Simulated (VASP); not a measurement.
# PbSe in VASP: single point with PBE-based screened hybrid with 50 % exact exchange

Aim: the single point of PbSe with PBE-based screened hybrid with 50 % exact exchange.

Program: VASP 6.6.1. These are calculated values, not measurements. Logs are shortened: lines on timing, memory, paths and dates and some standing lists are left out, and cuts for length are marked.

### 1 The cell of the first run

The cell holds a slab with vacuum, 4 atoms: a = 4.409 Å, b = 4.405 Å, c = 12.446 Å, α = 100.14°, β = 100.41°, γ = 90.00°.

### 2 Single point, PBE-based screened hybrid with 50 % exact exchange

Input file POSCAR:

```
PbSe
1.0
    4.4090481499      0.0050402805     -0.0082826192
   -0.0052571138      4.4052091211      0.0019640753
   -2.2244097933     -2.1998384102     12.0462632283
Pb Se
2 2
Direct
    0.1822088175      0.2002484073      0.3861527877
    0.8013593723      0.8135947986      0.6148422371
    0.6783450598      0.6981839882      0.3801265377
    0.3019787504      0.3181278059      0.6208564374
```

Input file INCAR.step1:

```
SYSTEM = PbSe
  PREC = Accurate
  ENCUT = 520
  EDIFF = 1E-5
  ISMEAR = 0
  SIGMA = 0.05
  LREAL = .False.
  LASPH = .True.
  NELM = 80
  ALGO = Normal
  ISIF = 2
  LWAVE = .True.
  LCHARG = .False.
  NBANDS = 28
  GGA = PE
```

Input file INCAR.step2:

```
SYSTEM = PbSe
  PREC = Accurate
  ENCUT = 520
  EDIFF = 1E-7
  ISMEAR = 0
  SIGMA = 0.05
  LREAL = .False.
  LASPH = .True.
  NELM = 80
  ALGO = Normal
  ISIF = 2
  LWAVE = .False.
  LCHARG = .False.
  GGA = PE
  LHFCALC = .True.
  AEXX = 0.5
  HFSCREEN = 0.20787
  PRECFOCK = Normal
  NBANDS = 28
  ISTART = 1
```

Input file KPOINTS:

```
Automatic mesh
0
Gamma
  4 4 1
  0 0 0
```

Potentials or basis: VASP PAW PBE potentials, release 64 (Pb_d, Se).

Started as:

```
$ cat potpaw_PBE.64/Pb_d/POTCAR potpaw_PBE.64/Se/POTCAR > POTCAR
$ cp INCAR.step1 INCAR
$ mpirun -np 1 vasp_std > vasp.out
$ cp INCAR.step2 INCAR
$ mpirun -np 1 vasp_std > vasp.out
```

OUTCAR:

```text
SYSTEM = PbSe
   PREC = Accurate
   ENCUT = 520
   EDIFF = 1E-7
   ISMEAR = 0
   LREAL = .False.
   LASPH = .True.
   NELM = 80
   ISIF = 2
   GGA = PE
   LHFCALC = .True.
   AEXX = 0.5
   HFSCREEN = 0.20787
   PRECFOCK = Normal
   ISTART = 1

 ion  position               nearest neighbor table
   1  0.182  0.200  0.386-   4 2.83   3 3.11   3 3.12   3 3.12   3 3.12
   2  0.801  0.814  0.615-   3 2.83   4 3.10   4 3.11   4 3.12   4 3.13
   3  0.678  0.698  0.380-   2 2.83   1 3.11   1 3.12   1 3.12   1 3.12
   4  0.302  0.318  0.621-   1 2.83   2 3.10   2 3.11   2 3.12   2 3.13

  LATTYP: Found a triclinic cell.
 ALAT       =    13.9004112128
 B/A-ratio  =     0.3169124013
 C/A-ratio  =     0.3171890920
 COS(alpha) =     0.0000510557
 COS(beta)  =     0.1553720273
 COS(gamma) =     0.4746081892

  Lattice vectors:

 A1 = (   2.1898954704,  -6.6000072508,  12.0360165338)
 A2 = (   0.0052571138,  -4.4052091211,  -0.0019640753)
 A3 = (   4.4090481499,   0.0050402805,  -0.0082826192)

Analysis of symmetry for initial positions (statically):
=====================================================================
 Subroutine PRICEL returns:
 Original cell was already a primitive cell.

 Routine SETGRP: Setting up the symmetry group for a
 triclinic supercell.

 Subroutine GETGRP returns: Found  1 space group operations
 (whereof  1 operations were pure point group operations)
 out of a pool of  2 trial point group operations.

The static configuration has the point symmetry C_1 .

Analysis of symmetry for dynamics (positions and initial velocities):
=====================================================================
 Subroutine PRICEL returns:
 Original cell was already a primitive cell.

 Routine SETGRP: Setting up the symmetry group for a
 triclinic supercell.

 Subroutine GETGRP returns: Found  1 space group operations
 (whereof  1 operations were pure point group operations)
 out of a pool of  2 trial point group operations.

The dynamic configuration has the point symmetry C_1 .

 Subroutine INISYM returns: Found  1 space group operations
 (whereof  1 operations are pure point group operations),
 and found     1 'primitive' translations

----------------------------------------------------------------------------------------

                                     Primitive cell

  volume of cell :     233.9100

  direct lattice vectors                    reciprocal lattice vectors
     4.409048150  0.005040281 -0.008282619     0.226884824  0.000252061  0.041941581
    -0.005257114  4.405209121  0.001964075    -0.000181677  0.226985296  0.041417562
    -2.224409793 -2.199838410 12.046263228     0.000156028 -0.000036835  0.083035380

  length of vectors
     4.409058810  4.405212696 12.445872638     0.230729026  0.230733119  0.083035534

  position of ions in fractional coordinates (direct lattice)
     0.182208817  0.200248407  0.386152788
     0.801359372  0.813594799  0.614842237
     0.678345060  0.698183988  0.380126538
     0.301978750  0.318127806  0.620856437

  ion indices of the primitive-cell ions
   primitive index   ion index
                 1           1
                 2           2
                 3           3
                 4           4

----------------------------------------------------------------------------------------

 KPOINTS: Automatic mesh

Automatic generation of k-mesh.
 Grid dimensions read from file:
 generate k-points for:    4    4    1

 Generating k-lattice:

  Cartesian coordinates                     Fractional coordinates (reciprocal lattice)
     0.056721206  0.000063015  0.010485395     0.250000000  0.000000000  0.000000000
    -0.000045419  0.056746324  0.010354390     0.000000000  0.250000000 -0.000000000
     0.000156028 -0.000036835  0.083035380     0.000000000  0.000000000  1.000000000

  Length of vectors
     0.057682256  0.057683280  0.083035534

  Shift w.r.t. Gamma in fractional coordinates (k-lattice)
     0.000000000  0.000000000  0.000000000

 Subroutine IBZKPT returns following result:
 ===========================================

 Found     10 irreducible k-points:

 Following reciprocal coordinates:
            Coordinates               Weight
  0.000000  0.000000  0.000000      1.000000
  0.250000  0.000000 -0.000000      2.000000
  0.500000  0.000000 -0.000000      1.000000
  0.000000  0.250000  0.000000      2.000000
  0.250000  0.250000  0.000000      2.000000
  0.500000  0.250000  0.000000      2.000000
 -0.250000  0.250000  0.000000      2.000000
  0.000000  0.500000  0.000000      1.000000
  0.250000  0.500000  0.000000      2.000000
  0.500000  0.500000  0.000000      1.000000
   k-points           NKPTS =     10   k-points in BZ     NKDIM =     16   number of bands    NBANDS=     28
   number of dos      NEDOS =    301   number of ions     NIONS =      4
   total plane-waves  NPLWV = 124416
   dimension x,y,z NGX =    36 NGY =   36 NGZ =   96
   dimension x,y,z NGXF=    72 NGYF=   72 NGZF=  192
   ions per type =               2   2
   NGX,Y,Z   is equivalent  to a cutoff of  13.57, 13.59, 12.82 a.u.
   NGXF,Y,Z  is equivalent  to a cutoff of  27.15, 27.17, 25.65 a.u.
 SYSTEM =  PbSe
   PREC   = accura    normal or accurate (medium, high low for compatibility)
   ISTART =      1    job   : 0-new  1-cont  2-samecut
   ICHARG =      0    charge: 1-file 2-atom 10-const
   ISPIN  =      1    spin polarized calculation?
   LNONCOLLINEAR =      F non collinear calculations
   LSORBIT =      F    spin-orbit coupling
   LASPH  =      T    aspherical Exc in radial PAW
   ENCUT  =  520.0 eV  38.22 Ry    6.18 a.u.   8.20  8.19 23.14*2*pi/ulx,y,z
   NELM   =     80;   NELMIN=  2; NELMDL=  0     # of ELM steps
   EDIFF  = 0.1E-06   stopping-criterion for ELM
   LREAL  =      F    real-space projection
   EDIFFG = 0.1E-05   stopping-criterion for IOM
   NSW    =      0    number of steps for IOM
   IBRION =     -1    ionic relax: 0-MD 1-quasi-New 2-CG
   NFREE  =      0    steps in history (QN), initial steepest desc. (CG)
   ISIF   =      2    stress and relaxation
   ISYM   =      3    0-nonsym 1-usesym 2-fastsym
   POTIM  = 0.5000    time-step for ionic-motion
   TEBEG  =    0.0;   TEEND  =   0.0 temperature during run
   PSTRESS=    0.0 pullay stress
   NELECT =      40.0000    total number of electrons
   NUPDOWN=      -1.0000    fix difference up-down
   EMIN   =  10.00;   EMAX   =-10.00  energy-range for DOS
   EFERMI =   0.00;   METHOD = LEGACY
   ISMEAR =     0;   SIGMA  =   0.05  broadening in eV -4-tet -1-fermi 0-gaus
   EFERMI_NEDOS =   21; number of points for ismear=-14 and -15
   IALGO  =     38    algorithm
   IMIX   =      1    mixing-type and parameters
     AMIX     =   0.40;   BMIX     =  1.00
     AMIX_MAG =   1.60;   BMIX_MAG =  1.00
  volume/ion in A,a.u.               =      58.48       394.63
  Fermi-wavevector in a.u.,A,eV,Ry     =   0.908682  1.717160 11.234370  0.825703
  Thomas-Fermi vector in A             =   2.032637
   LORBIT       =      0    0 simple, 1 ext, 2 COOP (PROOUT), +10 PAW based schemes
   GGA     = PE    functional components
   LHFCALC =     T    Hartree Fock is set to
   PRECFOCK=normal    Normal, Fast or Accurate (Low or Medium for compatibility)
   ENCUT4O =  -1.0   cutoff for four orbital integrals eV
   NKREDX  =     1    reduce k-point grid by
   NKREDY  =     1    reduce k-point grid by
   NKREDZ  =     1    reduce k-point grid by
   AEXX    =    0.5000 exact exchange contribution
   HFSCREEN=    0.2079 screening length (either q_TF or 0.3 A-1)
   HFSCREENC=   0.2079 screening length for correlation (either q_TF or 0.3 A-1)
   ENCUTFOCK=  -1.0 apply spherical cutoff to Coloumb kernel
   IVDW    =     0    specifies the selected vdW correction
   LEPSILON=     F    determine dielectric tensor
   LRPA    =     F    only Hartree local field effects (RPA)
 non-spin polarized calculation
 Gauss-broadening in eV      SIGMA  =   0.05
  energy-cutoff  :      520.00
  volume of cell :      233.91
 maximum number of plane-waves:      6327
 NGX is ok and might be reduce to    36
  NGX = 28; NGY = 28; NGZ = 70

 number of electron      40.0000000 magnetization

 Free energy of the ion-electron system (eV)
  ---------------------------------------------------
  ext. energy  EPLUGINS =         0.00000000
  ---------------------------------------------------
  free energy    TOTEN  =       -22.51344583 eV

  energy without entropy =      -22.51344583  energy(sigma->0) =      -22.51344583

 E-fermi :  -0.7186     XC(G=0):  -3.8328

 val. band max:       -0.9972570162   @ k =   0.5000   0.0000  -0.0000
 cond. band min:       1.7715722787   @ k =   0.0000   0.5000   0.0000
 fundamental gap:      2.7688292949
 Fermi energy:        -0.7186118170

 k-point     1 :       0.0000    0.0000    0.0000
  band No.  band energies     occupation
      1     -20.7750      2.00000
      2     -20.6751      2.00000
      3     -20.6737      2.00000
      4     -20.6591      2.00000
      5     -20.6587      2.00000
      6     -20.6545      2.00000
[... 20 lines left out ...]
     27       6.4485      0.00000
     28       6.4503      0.00000

 k-point     2 :       0.2500    0.0000   -0.0000
  band No.  band energies     occupation
      1     -20.7467      2.00000
      2     -20.6863      2.00000
      3     -20.6753      2.00000
      4     -20.6673      2.00000
      5     -20.6637      2.00000
      6     -20.6490      2.00000
[... 20 lines left out ...]
     27       5.1391      0.00000
     28       6.8295      0.00000

 k-point     3 :       0.5000    0.0000   -0.0000
  band No.  band energies     occupation
      1     -20.6979      2.00000
      2     -20.6968      2.00000
      3     -20.6953      2.00000
      4     -20.6949      2.00000
      5     -20.6484      2.00000
      6     -20.6480      2.00000
[... 182 lines left out ...]
      3     -20.6652      2.00000
      4     -20.6651      2.00000
      5     -20.6454      2.00000
      6     -20.6454      2.00000
[... 20 lines left out ...]
     27       6.0384      0.00000
     28       6.4965      0.00000

 k-point    10 :       0.5000    0.5000    0.0000
  band No.  band energies     occupation
      1     -20.7802      2.00000
      2     -20.7801      2.00000
      3     -20.6530      2.00000
      4     -20.6529      2.00000
      5     -20.6501      2.00000
      6     -20.6500      2.00000
[... 20 lines left out ...]
     27       7.0603      0.00000
     28       7.2078      0.00000

------------------------ aborting loop because EDIFF is reached ----------------------------------------

  FORCE on cell =-STRESS in cart. coord.  units (eV):
  Direction    XX          YY          ZZ          XY          YZ          ZX
  --------------------------------------------------------------------------------------
  -------------------------------------------------------------------------------------
  Total       -1.4707799     -1.4422770     -2.2519956     -0.0005686      0.0127259     -0.0156932
  in kB      -10.0741746     -9.8789427    -15.4251476     -0.0038944      0.0871667     -0.1074913
  external PRESSURE =     -11.7927550 kB  Pullay stress =       0.0000000 kB

 VOLUME and BASIS-vectors are now :
 -----------------------------------------------------------------------------
  energy-cutoff  :      520.00
  volume of cell :      233.91
      direct lattice vectors                 reciprocal lattice vectors
     4.409048150  0.005040281 -0.008282619     0.226884824  0.000252061  0.041941581
    -0.005257114  4.405209121  0.001964075    -0.000181677  0.226985296  0.041417562
    -2.224409793 -2.199838410 12.046263228     0.000156028 -0.000036835  0.083035380

 POSITION                                       TOTAL-FORCE (eV/Angst)
 -----------------------------------------------------------------------------------
     -0.05665      0.03358      4.65058         0.006060     -0.001988      0.284694
      2.16129      2.23554      7.40151        -0.001118     -0.001784     -0.285712
      2.14163      2.24285      4.57486         0.005324      0.002064      0.474644
     -0.05127      0.03716      7.47712        -0.010265      0.001708     -0.473626
 -----------------------------------------------------------------------------------
    total drift:                                0.000029     -0.000086     -0.000121

  FREE ENERGIE OF THE ION-ELECTRON SYSTEM (eV)
  ---------------------------------------------------
  free  energy   TOTEN  =       -22.5134458302 eV

  energy  without entropy=      -22.5134458302  energy(sigma->0) =      -22.51344583
```

Run time: 1.6 h. Hardware: 1 thread of Intel Xeon Platinum 8259CL at 2.50GHz (Skylake/Cascade Lake), shared host; peak memory 0.54 GiB.

What came out:

* Free energy: -22.5134 eV
* Largest force: 0.475 eV/Å
* Band gap on the k mesh: 2.77 eV (least direct gap 2.78 eV)

Forces in eV/Å, atoms in the order of the input:
```
Pb   0.006 -0.002  0.285
Pb  -0.001 -0.002 -0.286
Se   0.005  0.002  0.475
Se  -0.010  0.002 -0.474
```

Caveat: there is no dipole correction, which matters where the two faces differ; the PAW data sets were made with another functional, which shifts forces and pressure a little; spin-orbit coupling is left out, which moves the levels of the heavy elements.
